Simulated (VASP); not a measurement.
## KI: single point with PBE

The system is KI.

```xyz
2
Lattice="0.0000 3.3913 3.3913 3.3913 0.0000 3.3913 3.3913 3.3913 0.0000" Properties=species:S:1:pos:R:3 pbc="T T T"
K     0.0000    0.0000    0.0000
I     3.3913    3.3913    3.3913
```

This cell differs from its parent crystal: strained.

```json
{"Program": "VASP 6.6.1", "Task": "single point", "Functional": "PBE", "Potentials or basis": "VASP PAW PBE potentials, release 64 (K_sv, I)", "Cutoff": "520 eV", "k mesh": "6 × 6 × 6", "Occupations": "gaussian, width 0.02 eV", "Spin": "no spin polarisation", "Dipole correction": "no", "Further INCAR settings": "ALGO = Normal; EDIFF = 1e-06; NBANDS = 15"}
```

The pressure is 2.8 GPa and the band gap on the k mesh is 4.27 eV, direct.

Levels at points of the mesh, in eV from the valence-band top:
| k point | band 4 | band 5 | band 6 | band 7 | band 8 | band 9 | band 10 | band 11 | band 12 | band 13 |
| --- | --- | --- | --- | --- | --- | --- | --- | --- | --- | --- |
| (0.00, 0.00, 0.00) | -11.82 | -10.71 | 0.00 | 0.00 | 0.00 | 4.27 | 6.42 | 6.42 | 6.42 | 7.22 |
| (0.50, 0.00, 0.00) | -11.82 | -10.23 | -1.63 | -0.45 | -0.45 | 5.64 | 8.02 | 8.39 | 8.39 | 8.89 |
| (0.50, 0.50, 0.00) | -11.85 | -10.51 | -1.20 | -0.44 | -0.44 | 4.70 | 6.06 | 8.20 | 9.11 | 9.44 |

Wall time 33 s on 1 thread of Intel Xeon 8259CL, with other jobs on the host, peak memory 0.21 GiB.

Caveat: the cell differs from its parent crystal (strained); spin-orbit coupling is left out, which moves the levels of the heavy elements. A k mesh can miss the band edges.
